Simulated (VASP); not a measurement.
# B5N: relaxation of cell and atoms with PBE

The system is B5N.

```
B N
1.0
     0.00000    2.68494    2.68494
     2.68494    0.00000    2.68494
     2.68494    2.68494    0.00000
B N
5 1
Cartesian
  2.0148 3.3551 3.3551
  4.0274 4.0274 4.0274
  3.3551 3.3551 2.0148
  3.3551 2.0148 3.3551
  2.0148 2.0148 2.0148
  0.0000 0.0000 0.0000
```

```
Program                : VASP 6.6.1
Task                   : relaxation of cell and atoms
Functional             : PBE
Potentials or basis    : VASP PAW PBE potentials, release 64 (B, N)
Cutoff                 : 600 eV
k mesh                 : 12 × 12 × 12
Occupations            : gaussian, width 0.1 eV
Spin                   : no spin polarisation
Dipole correction      : no
Further INCAR settings : ALGO = Normal; EDIFF = 1e-07; IBRION = 2; EDIFFG = -0.01; NSW = 100; ISIF = 3
```

```json
{
 "Relaxed volume": "6.47 Å³/atom",
 "Relaxed cell": "a = 3.800 Å, b = 3.800 Å, c = 3.800 Å, α = 60.00°, β = 60.00°, γ = 60.00°",
 "Space group after relaxing (to 0.05 Å)": "F-43m (No. 216)",
 "Energy gained by relaxing": "0.6 meV/atom",
 "Ionic steps": "2",
 "Pressure after relaxing": "-0.1 GPa",
 "Largest force after relaxing": "0.003 eV/Å"
}
```

Forces in eV/Å, atoms in the order of the input:
```
B   -0.002  0.002  0.002
B    0.000  0.000  0.000
B    0.002  0.002 -0.002
B    0.002 -0.002  0.002
B   -0.002 -0.002 -0.002
N    0.000  0.000  0.000
```

The path:
```csv
step,energy change (eV),largest force (eV/Å),pressure (GPa),volume (Å³)
1,0.0000,0.1853,0.44,38.71
2,-0.0033,0.0032,-0.09,38.81
```

Final structure:
```yaml
crystal:
  lattice:
    - [0.00000, 2.68724, 2.68724]
    - [2.68724, 0.00000, 2.68724]
    - [2.68724, 2.68724, 0.00000]
  atoms:
    - { symbol: B, position: [0.87152, 0.37616, 0.37616] }
    - { symbol: B, position: [0.75000, 0.75000, 0.75000] }
    - { symbol: B, position: [0.37616, 0.37616, 0.87152] }
    - { symbol: B, position: [0.37616, 0.87152, 0.37616] }
    - { symbol: B, position: [0.37616, 0.37616, 0.37616] }
    - { symbol: N, position: [0.00000, 0.00000, 0.00000] }
```

Levels at points of the mesh, in eV from the Fermi level:
| k point | band 8 | band 9 | band 10 | band 11 | band 12 | band 13 |
| --- | --- | --- | --- | --- | --- | --- |
| (0.00, 0.00, 0.00) | -4.37 | -4.37 | -1.79 | -1.79 | -1.73 | -0.10 |
| (0.50, 0.00, 0.00) | -5.85 | -1.60 | 0.57 | 0.57 | 0.95 | 2.46 |
| (0.50, 0.50, 0.00) | -0.20 | 0.02 | 0.02 | 2.78 | 2.84 | 2.93 |

Wall time 110 s on 1 thread of Intel Xeon 8259CL, on a shared host, peak memory 0.19 GiB.

Caveat: the bands computed are all filled at some k points, so no gap is given.
